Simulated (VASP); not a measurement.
# WS2 in VASP: single point with PBE

Aim: the single point of WS2 with PBE.

All numbers are computed with VASP 6.6.1; they aren't measurements. Logs are shortened: lines on timing, memory, paths and dates and some standing lists are left out, and cuts for length are marked.

## Step 1: The cell of the first run

The cell holds a slab with vacuum, 3 atoms: a = 3.183 Å, b = 3.183 Å, c = 16.119 Å, α = 90.00°, β = 90.00°, γ = 120.00°.

## Step 2: Single point, PBE

Input file INCAR:

```
SYSTEM = WS2
ALGO = Normal ; EDIFF = 1E-6
ENCUT = 520 ; GGA = PE
ISIF = 2 ; ISMEAR = 0
LASPH = .TRUE. ; LCHARG = .TRUE.
LELF = .TRUE. ; LREAL = .FALSE.
LVHAR = .TRUE. ; LWAVE = .FALSE.
NBANDS = 20 ; NELM = 60
PREC = Accurate ; SIGMA = 0.05
```

Input file KPOINTS:

```
k-points
0
G
  24 24 1
  0 0 0
```

Input file POSCAR:

```
WS2
1.0
    3.1829541700      0.0000000000      0.0000000000
   -1.5914770800      2.7565191700      0.0000000000
    0.0000000000      0.0000000000     16.1191469100
W S
1 2
Direct
    0.0000000000      0.0000000000      0.5000000000
    0.3333333300      0.6666666700      0.5967681700
    0.3333333300      0.6666666700      0.4032318300
```

Potentials or basis: VASP PAW PBE potentials, release 64 (W_sv, S).

Run with:

```
cat potpaw_PBE.64/W_sv/POTCAR potpaw_PBE.64/S/POTCAR > POTCAR
mpirun -np 1 vasp_std > vasp.out
```

OUTCAR:

```text
SYSTEM = WS2
   EDIFF = 1E-6
   ENCUT = 520
   GGA = PE
   ISIF = 2
   ISMEAR = 0
   LASPH = .TRUE.
   LREAL = .FALSE.
   NELM = 60
   PREC = Accurate

 ion  position               nearest neighbor table
   1  0.000  0.000  0.500-   2 2.41   3 2.41   2 2.41   3 2.41   2 2.41   3 2.41
   2  0.333  0.667  0.597-   1 2.41   1 2.41   1 2.41
   3  0.333  0.667  0.403-   1 2.41   1 2.41   1 2.41

  LATTYP: Found a hexagonal cell.
 ALAT       =     3.1829541700
 C/A-ratio  =     5.0642095516

  Lattice vectors:

 A1 = (   3.1829541700,   0.0000000000,   0.0000000000)
 A2 = (  -1.5914770800,   2.7565191700,   0.0000000000)
 A3 = (   0.0000000000,   0.0000000000,  16.1191469100)

Analysis of symmetry for initial positions (statically):
=====================================================================
 Subroutine PRICEL returns:
 Original cell was already a primitive cell.

 Routine SETGRP: Setting up the symmetry group for a
 hexagonal supercell.

 Subroutine GETGRP returns: Found 12 space group operations
 (whereof 12 operations were pure point group operations)
 out of a pool of 24 trial point group operations.

The static configuration has the point symmetry D_3h.

Analysis of symmetry for dynamics (positions and initial velocities):
=====================================================================
 Subroutine PRICEL returns:
 Original cell was already a primitive cell.

 Routine SETGRP: Setting up the symmetry group for a
 hexagonal supercell.

 Subroutine GETGRP returns: Found 12 space group operations
 (whereof 12 operations were pure point group operations)
 out of a pool of 24 trial point group operations.

The dynamic configuration has the point symmetry D_3h.

 Subroutine INISYM returns: Found 12 space group operations
 (whereof 12 operations are pure point group operations),
 and found     1 'primitive' translations

----------------------------------------------------------------------------------------

                                     Primitive cell

  volume of cell :     141.4274

  direct lattice vectors                    reciprocal lattice vectors
     3.182954170  0.000000000  0.000000000     0.314173547  0.181388181  0.000000000
    -1.591477080  2.756519170  0.000000000     0.000000000  0.362776363  0.000000000
     0.000000000  0.000000000 16.119146910     0.000000000  0.000000000  0.062038023

  length of vectors
     3.182954170  3.182954167 16.119146910     0.362776363  0.362776363  0.062038023

  position of ions in fractional coordinates (direct lattice)
     0.000000000  0.000000000  0.500000000
     0.333333330  0.666666670  0.596768170
     0.333333330  0.666666670  0.403231830

  ion indices of the primitive-cell ions
   primitive index   ion index
                 1           1
                 2           2
                 3           3

----------------------------------------------------------------------------------------

 KPOINTS: k-points

Automatic generation of k-mesh.
 Grid dimensions read from file:
 generate k-points for:   24   24    1

 Generating k-lattice:

  Cartesian coordinates                     Fractional coordinates (reciprocal lattice)
     0.013090564  0.007557841  0.000000000     0.041666667  0.000000000  0.000000000
     0.000000000  0.015115682  0.000000000     0.000000000  0.041666667  0.000000000
     0.000000000  0.000000000  0.062038023     0.000000000  0.000000000  1.000000000

  Length of vectors
     0.015115682  0.015115682  0.062038023

  Shift w.r.t. Gamma in fractional coordinates (k-lattice)
     0.000000000  0.000000000  0.000000000

 Subroutine IBZKPT returns following result:
 ===========================================

 Found     61 irreducible k-points:

 Following reciprocal coordinates:
            Coordinates               Weight
  0.000000  0.000000  0.000000      1.000000
  0.041667  0.000000  0.000000      6.000000
  0.083333  0.000000  0.000000      6.000000
  0.125000 -0.000000  0.000000      6.000000
  0.166667  0.000000  0.000000      6.000000
  0.208333  0.000000  0.000000      6.000000
[... 16 lines left out ...]
  0.416667  0.041667  0.000000     12.000000
  0.458333  0.041667  0.000000     12.000000
 [... further k-points ...]
   k-points           NKPTS =     61   k-points in BZ     NKDIM =     61   number of bands    NBANDS=     20
   number of dos      NEDOS =    301   number of ions     NIONS =      3
   total plane-waves  NPLWV =  69120
   dimension x,y,z NGX =    24 NGY =   24 NGZ =  120
   dimension x,y,z NGXF=    48 NGYF=   48 NGZF=  240
   ions per type =               1   2
   NGX,Y,Z   is equivalent  to a cutoff of  12.54, 12.54, 12.38 a.u.
   NGXF,Y,Z  is equivalent  to a cutoff of  25.07, 25.07, 24.75 a.u.
 SYSTEM =  WS2
   PREC   = accura    normal or accurate (medium, high low for compatibility)
   ISTART =      0    job   : 0-new  1-cont  2-samecut
   ICHARG =      2    charge: 1-file 2-atom 10-const
   ISPIN  =      1    spin polarized calculation?
   LNONCOLLINEAR =      F non collinear calculations
   LSORBIT =      F    spin-orbit coupling
   LASPH  =      T    aspherical Exc in radial PAW
   ENCUT  =  520.0 eV  38.22 Ry    6.18 a.u.   5.92  5.92 29.97*2*pi/ulx,y,z
   NELM   =     60;   NELMIN=  2; NELMDL= -5     # of ELM steps
   EDIFF  = 0.1E-05   stopping-criterion for ELM
   LREAL  =      F    real-space projection
   EDIFFG = 0.1E-04   stopping-criterion for IOM
   NSW    =      0    number of steps for IOM
   IBRION =     -1    ionic relax: 0-MD 1-quasi-New 2-CG
   NFREE  =      0    steps in history (QN), initial steepest desc. (CG)
   ISIF   =      2    stress and relaxation
   ISYM   =      2    0-nonsym 1-usesym 2-fastsym
   POTIM  = 0.5000    time-step for ionic-motion
   TEBEG  =    0.0;   TEEND  =   0.0 temperature during run
   PSTRESS=    0.0 pullay stress
   NELECT =      26.0000    total number of electrons
   NUPDOWN=      -1.0000    fix difference up-down
   EMIN   =  10.00;   EMAX   =-10.00  energy-range for DOS
   EFERMI =   0.00;   METHOD = LEGACY
   ISMEAR =     0;   SIGMA  =   0.05  broadening in eV -4-tet -1-fermi 0-gaus
   EFERMI_NEDOS =   21; number of points for ismear=-14 and -15
   IALGO  =     38    algorithm
   IMIX   =      4    mixing-type and parameters
     AMIX     =   0.40;   BMIX     =  1.00
     AMIX_MAG =   1.60;   BMIX_MAG =  1.00
  volume/ion in A,a.u.               =      47.14       318.13
  Fermi-wavevector in a.u.,A,eV,Ry     =   0.930868  1.759086 11.789657  0.866515
  Thomas-Fermi vector in A             =   2.057302
   LORBIT       =      0    0 simple, 1 ext, 2 COOP (PROOUT), +10 PAW based schemes
   GGA     = PE    functional components
   LHFCALC =     F    Hartree Fock is set to
   AEXX    =    0.0000 exact exchange contribution
   IVDW    =     0    specifies the selected vdW correction
   LEPSILON=     F    determine dielectric tensor
   LRPA    =     F    only Hartree local field effects (RPA)
 non-spin polarized calculation
 Gauss-broadening in eV      SIGMA  =   0.05
  energy-cutoff  :      520.00
  volume of cell :      141.43
 maximum number of plane-waves:      3835
 NGX is ok and might be reduce to    24
   NGX = 11   NGY = 11   NGZ = 59

 number of electron      26.0000000 magnetization

 Free energy of the ion-electron system (eV)
  ---------------------------------------------------
  ext. energy  EPLUGINS =         0.00000000
  ---------------------------------------------------
  free energy    TOTEN  =       -23.67130404 eV

  energy without entropy =      -23.67130404  energy(sigma->0) =      -23.67130404

 E-fermi :  -0.5734     XC(G=0):  -4.7754

 val. band max:       -0.9835803874   @ k =   0.3333   0.3333   0.0000
 cond. band min:       0.8170127293   @ k =   0.3333   0.3333   0.0000
 fundamental gap:      1.8005931167
 Fermi energy:        -0.5734242366

 k-point     1 :       0.0000    0.0000    0.0000
  band No.  band energies     occupation
      1     -74.9962      2.00000
      2     -39.2334      2.00000
      3     -39.0878      2.00000
      4     -39.0878      2.00000
      5     -15.7554      2.00000
      6     -14.0907      2.00000
[... 12 lines left out ...]
     19       4.5306      0.00000
     20       4.5775      0.00000

 k-point     2 :       0.0417    0.0000    0.0000
  band No.  band energies     occupation
      1     -74.9959      2.00000
      2     -39.2324      2.00000
      3     -39.0936      2.00000
      4     -39.0891      2.00000
      5     -15.7265      2.00000
      6     -14.0803      2.00000
[... 12 lines left out ...]
     19       4.5653      0.00000
     20       4.6725      0.00000

 k-point     3 :       0.0833    0.0000    0.0000
  band No.  band energies     occupation
      1     -74.9951      2.00000
      2     -39.2293      2.00000
      3     -39.1106      2.00000
      4     -39.0931      2.00000
      5     -15.6409      2.00000
      6     -14.0496      2.00000
[... 12 lines left out ...]
     19       4.6678      0.00000
     20       4.9710      0.00000

 k-point     4 :       0.1250   -0.0000    0.0000
  band No.  band energies     occupation
      1     -74.9937      2.00000
      2     -39.2244      2.00000
      3     -39.1375      2.00000
      4     -39.0993      2.00000
      5     -15.5018      2.00000
      6     -13.9998      2.00000
[... 12 lines left out ...]
     19       4.8346      0.00000
     20       5.4325      0.00000

 k-point     5 :       0.1667    0.0000    0.0000
  band No.  band energies     occupation
      1     -74.9920      2.00000
      2     -39.2181      2.00000
      3     -39.1725      2.00000
      4     -39.1075      2.00000
      5     -15.3149      2.00000
      6     -13.9331      2.00000
[... 12 lines left out ...]
     19       5.0609      0.00000
     20       5.8989      0.00000
[... 353 lines left out ...]
      6     -13.5249      2.00000
[... 12 lines left out ...]
     19       6.3505      0.00000
     20       6.4406      0.00000

 k-point    22 :       0.3750    0.0417    0.0000
  band No.  band energies     occupation
      1     -74.9811      2.00000
      2     -39.3848      2.00000
      3     -39.1780      2.00000
      4     -39.1615      2.00000
      5     -13.9086      2.00000
      6     -13.4488      2.00000
[... 12 lines left out ...]
     19       6.5845      0.00000
     20       6.6213      0.00000

 k-point    23 :       0.4167    0.0417    0.0000
  band No.  band energies     occupation
      1     -74.9800      2.00000
      2     -39.4055      2.00000
      3     -39.1740      2.00000
      4     -39.1668      2.00000
      5     -13.7340      2.00000
      6     -13.3928      2.00000
[... 12 lines left out ...]
     19       6.7526      0.00000
     20       6.8216      0.00000

 k-point    24 :       0.4583    0.0417    0.0000
  band No.  band energies     occupation
      1     -74.9795      2.00000
      2     -39.4162      2.00000
      3     -39.1719      2.00000
      4     -39.1695      2.00000
      5     -13.6396      2.00000
      6     -13.3632      2.00000
[... 12 lines left out ...]
     19       6.8382      0.00000
     20       6.9869      0.00000

 [... further k-points ...]

------------------------ aborting loop because EDIFF is reached ----------------------------------------

  FORCE on cell =-STRESS in cart. coord.  units (eV):
  Direction    XX          YY          ZZ          XY          YZ          ZX
  --------------------------------------------------------------------------------------
  -------------------------------------------------------------------------------------
  Total        0.4158869      0.4158869      0.7825420      0.0000000      0.0000000     -0.0000000
  in kB        4.7114258      4.7114258      8.8651229      0.0000000      0.0000000     -0.0000000
  external PRESSURE =       6.0959915 kB  Pullay stress =       0.0000000 kB

 VOLUME and BASIS-vectors are now :
 -----------------------------------------------------------------------------
  energy-cutoff  :      520.00
  volume of cell :      141.43
      direct lattice vectors                 reciprocal lattice vectors
     3.182954170  0.000000000  0.000000000     0.314173547  0.181388181  0.000000000
    -1.591477080  2.756519170  0.000000000     0.000000000  0.362776363  0.000000000
     0.000000000  0.000000000 16.119146910     0.000000000  0.000000000  0.062038023

 POSITION                                       TOTAL-FORCE (eV/Angst)
 -----------------------------------------------------------------------------------
      0.00000      0.00000      8.05957        -0.000000      0.000000      0.000000
     -0.00000      1.83768      9.61939         0.000000      0.000000      0.259955
     -0.00000      1.83768      6.49975         0.000000      0.000000     -0.259955
 -----------------------------------------------------------------------------------
    total drift:                                0.000016     -0.000009      0.000000

  FREE ENERGIE OF THE ION-ELECTRON SYSTEM (eV)
  ---------------------------------------------------
  free  energy   TOTEN  =       -23.6713040372 eV

  energy  without entropy=      -23.6713040372  energy(sigma->0) =      -23.67130404
```

Wall time 5.1 min (1 thread of Intel Xeon 8259CL, shared host); peak memory 0.34 GiB.

What came out:

| Property | Result |
| --- | --- |
| Free energy | -23.6713 eV |
| Largest force | 0.260 eV/Å |
| Band gap on the k mesh | 1.80 eV |

Forces on the atoms (eV/Å):
```
W    0.000  0.000  0.000
S    0.000  0.000  0.260
S    0.000  0.000 -0.260
```

Caveat: there is no dipole correction, which matters where the two faces differ; spin-orbit coupling is left out, which moves the levels of the heavy elements.
